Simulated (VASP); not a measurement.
Runs of VASP 6.6.1 on Li2Se. Symmetry: Fm-3m, No. 225, cubic system. Conventional cell: a = 5.987 Å, b = 5.987 Å, c = 5.987 Å, α = 90.00°, β = 90.00°, γ = 90.00°. Li (site symmetry -43m) has 4 Se at 2.59 Å and 6 Li at 2.99 Å within 3.4 Å. Se (site symmetry m-3m) has 8 Li at 2.59 Å within 3.4 Å. 

| level | potentials or basis | spin | cutoff (eV) | gap on the mesh (eV) | pressure (GPa) |
| --- | --- | --- | --- | --- | --- |
| PBE | VASP PAW PBE potentials, release 64 (Li_sv, Se) | non-collinear, zero start, SOC | 750 | - | 0.3 |
| r2SCAN | VASP PAW PBE potentials, release 64 (Li_sv, Se) | off | 830 | 3.46 | (a) |
| PBE | VASP PAW PBE potentials, release 64 (Li_sv, Se) | off | 750 | 2.97 | 0.3 |
| LDA | VASP PAW LDA potentials, release 64 (Li_sv, Se) | off | 750 | 2.80 | (b) |

Alike in all rows: task single point; cell as given; k mesh 6 × 6 × 6; smearing gaussian 0.01 eV.

Q: Fill in the values left out.

A: (a) -0.2; (b) -2.3.

Caveats: the PAW data sets were made with another functional, which shifts forces and pressure a little (at least some runs).

A k mesh can miss the band edges, and rows without SOC leave out spin-orbit coupling on Se.
